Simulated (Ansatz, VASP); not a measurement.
One calculation of Pd, two programs

```
Pd
1.0
     0.00000    2.84121    2.84121
     2.84121    0.00000    2.84121
     2.84121    2.84121    0.00000
Pd
2
Direct
  0.12500 0.12500 0.12500
  0.87500 0.87500 0.87500
```

Alike in both runs: task single point; functional BLYP; k mesh 10 × 10 × 10; occupations fermi-dirac, width 0.05 eV; collinear spin.

```csv
,VASP,Ansatz
version,VASP 6.6.1,Ansatz 0.2.0
potentials or method,"VASP PAW PBE potentials, release 64 (Pd), cutoff 500 eV","plane waves (420 eV) with PAW, scalar-relativistic"
valence electrons in the cell,20,36
```

```tsv
	VASP	Ansatz	Ansatz less VASP
pressure (GPa)	10.1	10.1	+0.04
net moment per atom (μB)	0.45	0.45	+0.002
size of the moment on the site where the two differ most (μB)	0.44	0.43	-0.002
```

VASP's potentials were made for PBE, not for BLYP. Site moments also hang on the region over which each program counts them. With one functional, cell and mesh, what is left measures potentials, basis and numerics. VASP's potentials hold 20 valence electrons a cell and Ansatz's 36, so a difference there can come from the potentials and not from the codes.
